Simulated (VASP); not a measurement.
Here is a VASP 6.6.1 calculation.

The input INCAR:

```
SYSTEM = Al
ALGO = Normal
EDIFF = 1E-6
ENCUT = 500
GGA = PS
GGA_COMPAT = .FALSE.
ISIF = 2
ISMEAR = -1
LASPH = .TRUE.
LCHARG = .FALSE.
LREAL = .FALSE.
LWAVE = .FALSE.
NBANDS = 8
NELM = 120
PREC = Accurate
SIGMA = 0.1
```

The input KPOINTS:

```
k-points
0
G
  9 9 9
  0 0 0
```

The input POSCAR:

```
Al
1.0
    0.0000000000      1.8642076773      1.8642076773
    1.8642076773      0.0000000000      1.8642076773
    1.8642076773      1.8642076773      0.0000000000
Al
1
Direct
    0.0000000000      0.0000000000      0.0000000000
```

Potentials or basis: VASP PAW PBE potentials, release 64 (Al).

Command:

```bash
$ cat potpaw_PBE.64/Al/POTCAR > POTCAR
$ mpirun -np 1 vasp_std > vasp.out
```

Question: What does it give for the pressure?

Answer: 30.2 GPa.

Question: What does it give for the band gap on the k mesh?

Answer: Zero (an odd number of electrons rules out a gap without spin polarisation).

Caveat: the cell stands under pressure; the PAW data sets were made with another functional, which shifts forces and pressure a little.
